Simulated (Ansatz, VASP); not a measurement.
# ZrAl2N3 in VASP and in Ansatz

```
Zr Al N
1.0
    -1.66977    1.66977    7.08424
     1.66977   -1.66977    7.08424
     1.66977    1.66977   -7.08424
Zr Al N
1 2 3
Direct
  0.00000 0.00000 0.00000
  0.66667 0.66667 0.00000
  0.33333 0.33333 0.00000
  0.08333 0.58333 0.50000
  0.41667 0.91667 0.50000
  0.75000 0.25000 0.50000
```

Alike in both runs: task single point; functional PBE; k mesh 8 × 8 × 8; occupations gaussian, width 0.1 eV; no spin polarisation.

|  | VASP | Ansatz |
| --- | --- | --- |
| version | VASP 6.6.1 | Ansatz 0.2.0 |
| potentials or method | VASP PAW PBE potentials, release 64 (Zr_sv, Al, N), cutoff 520 eV | scalar-relativistic, plane waves, PAW |
| valence electrons in the cell | 33 | 33 |

VASP gave:

| Quantity | Value |
| --- | --- |
| gap on the k mesh at the Fermi level (eV) | none |
| pressure (GPa) | -4.5 |
| traceless stress, the component that is largest in VASP (GPa) | -1.56 |
| rms of the force components (eV/Å) | 0.894 |

Which values does Ansatz return?

gap on the k mesh at the Fermi level (eV): none; pressure (GPa): -4.5; traceless stress, the component that is largest in VASP (GPa): -1.55; rms of the force components (eV/Å): 0.882.

Atom by atom the forces differ by 0.012 eV/Å (rms over components). A gap of «none» marks a metal or a gap that the smearing closes. With one functional, cell and mesh, what is left measures potentials, basis and numerics.
